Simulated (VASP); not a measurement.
## Si2W: single point with LDA

Si2W:

```
W Si
1.0
     4.61685    0.00000    0.00000
    -2.30843    3.99831    0.00000
     0.00000    0.00000    6.65322
W Si
3 6
Direct
  0.50000 0.00000 0.50000
  0.50000 0.50000 0.83333
  0.00000 0.50000 0.16667
  0.32725 0.16363 0.16667
  0.83637 0.16363 0.83333
  0.16363 0.32725 0.50000
  0.67275 0.83637 0.16667
  0.16363 0.83637 0.83333
  0.83637 0.67275 0.50000
```

```yaml
Program: VASP 6.6.1
Task: single point
Functional: LDA
Potentials_or_basis: VASP PAW LDA potentials, release 64 (W_sv, Si)
Cutoff: 520 eV
k_mesh: 5 × 5 × 3
Occupations: fermi-dirac, width 0.05 eV
Spin: no spin polarisation
```

| Property | Result |
| --- | --- |
| Pressure | -8.6 GPa |
| Largest force | 0.061 eV/Å |
| Band gap on the k mesh | 0.40 eV, indirect (least direct gap 0.89 eV) |

Forces in eV/Å, atoms in the order of the input:
```
W    0.000  0.000  0.000
W    0.000  0.000  0.000
W    0.000  0.000  0.000
Si   0.053  0.031  0.000
Si  -0.053  0.031  0.000
Si   0.000  0.061  0.000
Si  -0.053 -0.031  0.000
Si   0.053 -0.031  0.000
Si   0.000 -0.061  0.000
```

Stress tensor (GPa, compression positive):
```
-8.40  0.00  0.00
 0.00 -8.40  0.00
 0.00  0.00 -9.06
```

Levels at points of the mesh, in eV from the valence-band top:
```csv
k point,band 29,band 30,band 31,band 32,band 33,band 34,band 35,band 36,band 37,band 38
"(0.00, 0.00, 0.00)",-3.06,-3.06,-2.72,-2.24,-0.66,2.48,2.51,2.52,2.52,2.87
```

Run time: 56 s on 1 thread of Intel(R) Xeon(R) Platinum 8259CL CPU @ 2.50GHz (Skylake/Cascade Lake), with other jobs on the host, peak memory 0.21 GiB.

Caveat: spin-orbit coupling is left out, which moves the levels of the heavy elements. A k mesh can miss the band edges.
